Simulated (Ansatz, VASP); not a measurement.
**CuO: VASP beside Ansatz**

```xyz
2
Lattice="0.0000 2.3273 2.2342 2.3273 0.0000 2.2342 2.3273 2.3273 0.0000" Properties=species:S:1:pos:R:3 pbc="T T T"
Cu    0.0000    0.0000    0.0000
O     1.1636    1.1636    1.1171
```

Alike in both runs: functional PBE; k mesh 8 × 8 × 8; occupations fermi-dirac, width 0.05 eV; no spin polarisation.

```csv
,VASP,Ansatz
version,VASP 6.6.1,Ansatz 0.2.0
potentials or method,"VASP PAW PBE potentials, release 64 (Cu, O)",Ansatz PAW
plane-wave cutoff (eV),520,420
valence electrons in the cell,17,25
task,single point,band structure
```

|  | VASP | Ansatz | Ansatz less VASP |
| --- | --- | --- | --- |
| gap on the k mesh at the Fermi level (eV) | none | none | - |
| pressure (GPa) | -5.1 | -5.7 | -0.55 |
| traceless stress, the component that is largest in VASP (GPa) | 0.63 | 0.66 | +0.032 |

A gap of «none» marks a metal or a gap that the smearing closes. With one functional, cell and mesh, what is left measures potentials, basis and numerics. VASP's potentials hold 17 valence electrons a cell and Ansatz's 25, so a difference there can come from the potentials and not from the codes.
